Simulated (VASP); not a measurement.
Here is a VASP 6.6.1 calculation.

POSCAR

```
Mg32HO32
1.0
    8.4288080000      0.0000000000      0.0000000000
    0.0000000000      8.4288080000      0.0000000000
    0.0000000000      0.0000000000      8.4288080000
O Mg H
32 32 1
Direct
    0.2513150000      0.9997060000      0.9997580000
    0.2513230000      0.9948050000      0.4993740000
    0.2513280000      0.4993270000      0.9948760000
    0.2528810000      0.4980180000      0.4980700000
    0.7510420000      0.9996510000      0.9996970000
    0.7510120000      0.9996710000      0.4994020000
    0.7510160000      0.4993560000      0.9997210000
    0.7557400000      0.4993370000      0.4993780000
    0.0016600000      0.2497200000      0.9996790000
    0.0020700000      0.2484100000      0.4998200000
    0.0019250000      0.7487630000      0.9985050000
    0.0042760000      0.7463740000      0.4984700000
    0.5001680000      0.2504980000      0.0003050000
    0.4959330000      0.2547180000      0.5001170000
    0.5009780000      0.7490660000      0.9996400000
    0.5022700000      0.7486520000      0.4998090000
    0.0016590000      0.9996240000      0.2497700000
    0.0019230000      0.9984620000      0.7488050000
    0.0020710000      0.4997800000      0.2484500000
    0.0042680000      0.4984270000      0.7464360000
    0.5001630000      0.0002560000      0.2505480000
    0.5009730000      0.9995950000      0.7491040000
    0.4959660000      0.5000800000      0.2547260000
    0.5022840000      0.4997750000      0.7487070000
    0.2507170000      0.2549420000      0.2549880000
    0.2509030000      0.2483650000      0.7487060000
    0.2509020000      0.7486530000      0.2484190000
    0.2522460000      0.7463770000      0.7464300000
    0.7504620000      0.2505060000      0.2505520000
    0.7510760000      0.2497110000      0.7491090000
    0.7510860000      0.7490730000      0.2497550000
    0.7522190000      0.7487590000      0.7488010000
    0.0003850000      0.9992160000      0.9992660000
    0.9988480000      0.9966130000      0.4992730000
    0.9988640000      0.4992280000      0.9966710000
    0.9957720000      0.4975850000      0.4976350000
    0.5019610000      0.9999980000      0.0000430000
    0.5031180000      0.9986850000      0.4996540000
    0.5031220000      0.4996110000      0.9987510000
    0.5223460000      0.5060120000      0.5060380000
    0.2510890000      0.2476050000      0.9987260000
    0.2445880000      0.2279360000      0.5061940000
    0.2514510000      0.7517990000      0.9966850000
    0.2530940000      0.7548810000      0.4976440000
    0.7506960000      0.2487430000      0.0000450000
    0.7519530000      0.2476030000      0.4996490000
    0.7514760000      0.7502900000      0.9992560000
    0.7539980000      0.7517580000      0.4992800000
    0.2510850000      0.9986600000      0.2476450000
    0.2514500000      0.9966290000      0.7518610000
    0.2446160000      0.5061450000      0.2280340000
    0.2530980000      0.4975880000      0.7549380000
    0.7506970000      0.0000010000      0.2487900000
    0.7514720000      0.9992120000      0.7503330000
    0.7519600000      0.4996080000      0.2476390000
    0.7539960000      0.4992360000      0.7518070000
    0.0007040000      0.2492280000      0.2492730000
    0.0003030000      0.2481690000      0.7504180000
    0.0003030000      0.7503670000      0.2482030000
    0.0019560000      0.7486930000      0.7487450000
    0.5002340000      0.2504880000      0.2505300000
    0.5014920000      0.2491980000      0.7500400000
    0.5015070000      0.7500000000      0.2492230000
    0.5025440000      0.7503670000      0.7504170000
    0.3199660000      0.4296960000      0.4298300000
```

File INCAR.step1:

```
PREC = Accurate
ENCUT = 580
ISMEAR = -1
SIGMA = 0.05
LREAL = Auto
LASPH = T
NELM = 120
NBANDS = 166
NELECT = 256.0
ISYM = -1
GGA = PE
ALGO = Normal
EDIFF = 1E-5
LWAVE = T
LCHARG = F
GGA_COMPAT = F
```

Contents of INCAR.step2:

```
PREC = Accurate
ENCUT = 580
EDIFF = 1E-6
ISMEAR = -1
SIGMA = 0.05
LREAL = Auto
LASPH = T
NELM = 120
ALGO = Normal
ISIF = 2
LWAVE = F
LCHARG = F
METAGGA = R2SCAN
LMIXTAU = T
NBANDS = 166
NELECT = 256.0
ISYM = -1
ISTART = 1
GGA_COMPAT = F
```

KPOINTS

```
explicit points
1
Reciprocal
  0.25000000   0.25000000   0.25000000 1
```

Potentials or basis: VASP PAW PBE potentials, release 64 (O, Mg, H).

Command:

```console
$ cat potpaw_PBE.64/O/POTCAR potpaw_PBE.64/Mg/POTCAR potpaw_PBE.64/H/POTCAR > POTCAR
$ cp INCAR.step1 INCAR
$ mpirun -np 1 vasp_std > vasp.out
$ cp INCAR.step2 INCAR
$ mpirun -np 1 vasp_std > vasp.out
```

Estimate the largest force.

0.577 eV/Å.

Forces in eV/Å, atoms in the order of the input:
```
O   -0.002 -0.005 -0.005
O   -0.003  0.022  0.002
O   -0.002  0.002  0.021
O    0.284 -0.294 -0.294
O    0.004 -0.002 -0.002
O    0.007 -0.005  0.001
O    0.008  0.002 -0.006
O   -0.018  0.003  0.003
O    0.002  0.001 -0.007
O    0.017  0.003  0.001
O   -0.001  0.000  0.000
O    0.002  0.002  0.003
O   -0.001 -0.002 -0.002
O    0.032 -0.031  0.004
O   -0.002 -0.003 -0.006
O   -0.001 -0.017  0.001
O    0.001 -0.006  0.000
O   -0.001  0.000  0.000
O    0.018  0.001  0.004
O    0.003  0.002  0.002
O   -0.001 -0.002 -0.002
O   -0.002 -0.006 -0.003
O    0.031  0.004 -0.029
O   -0.002  0.000 -0.018
O   -0.005 -0.032 -0.030
O   -0.003  0.004 -0.016
O   -0.002 -0.016  0.004
O   -0.001  0.001  0.002
O   -0.001 -0.002 -0.002
O    0.005 -0.001 -0.003
O    0.005 -0.003  0.000
O    0.000  0.001  0.001
Mg  -0.005  0.012  0.013
Mg   0.009  0.009  0.002
Mg   0.007  0.002  0.010
Mg  -0.034  0.017  0.018
Mg  -0.018  0.000  0.000
Mg  -0.015 -0.005 -0.002
Mg  -0.015 -0.002 -0.006
Mg   0.033 -0.013 -0.012
Mg   0.000  0.008 -0.009
Mg   0.017 -0.015 -0.009
Mg  -0.005 -0.010  0.005
Mg  -0.003  0.037  0.015
Mg  -0.002  0.001  0.000
Mg   0.006  0.009 -0.002
Mg  -0.008 -0.001  0.005
Mg   0.005 -0.008  0.002
Mg   0.000 -0.009  0.009
Mg  -0.004  0.004 -0.012
Mg   0.017 -0.010 -0.018
Mg  -0.003  0.016  0.037
Mg  -0.003 -0.001  0.000
Mg  -0.008  0.005 -0.001
Mg   0.006 -0.001  0.010
Mg   0.004  0.005 -0.010
Mg  -0.007 -0.003 -0.004
Mg  -0.003  0.005  0.000
Mg  -0.002  0.000  0.007
Mg  -0.010  0.008  0.007
Mg   0.014 -0.013 -0.013
Mg  -0.004 -0.001  0.002
Mg  -0.004  0.002  0.000
Mg  -0.006 -0.003 -0.002
H   -0.329  0.336  0.335
```

Caveat: the cell carries a net charge on a neutralising background, which shifts energy and pressure; the PAW data sets were made with another functional, which shifts forces and pressure a little.
